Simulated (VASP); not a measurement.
Runs of VASP 6.6.1 on Se. The structure is that of space group P3_121 (No. 152), or close to it. The cells are those of the table. 

| cell | gap on the mesh (eV) | pressure (GPa) | largest force (eV/Å) |
| --- | --- | --- | --- |
| a = 4.230, b = 4.230, c = 5.122 Å, angles 90.0, 90.0, 120.0°, 3 atoms | (c) | -3.5 | 0.50 |
| a = 4.287, b = 4.287, c = 4.986 Å, angles 90.0, 90.0, 120.0°, 3 atoms | 0.64 | -2.9 | 0.50 |
| a = 4.174, b = 4.174, c = 5.261 Å, angles 90.0, 90.0, 120.0°, 3 atoms | (a) | (b) | 0.49 |
| a = 4.118, b = 4.118, c = 5.404 Å, angles 90.0, 90.0, 120.0°, 3 atoms | 0.24 | -4.8 | 0.48 |

Alike in all rows: task single point; level PBE+D3(BJ); potentials or basis VASP PAW PBE potentials, release 64 (Se); no spin polarisation; k mesh 12 × 12 × 8; cutoff (eV) 520; smearing gaussian 0.05 eV.

Problem. Estimate the missing entries.

Solution. (a) 0.48; (b) -4.2; (c) 0.68.

Caveats: semilocal functionals underestimate gaps, and a narrow one can read as zero; the cell stands under tension (at least some runs).

A k mesh can miss the band edges, and the runs leave out spin-orbit coupling on Se.
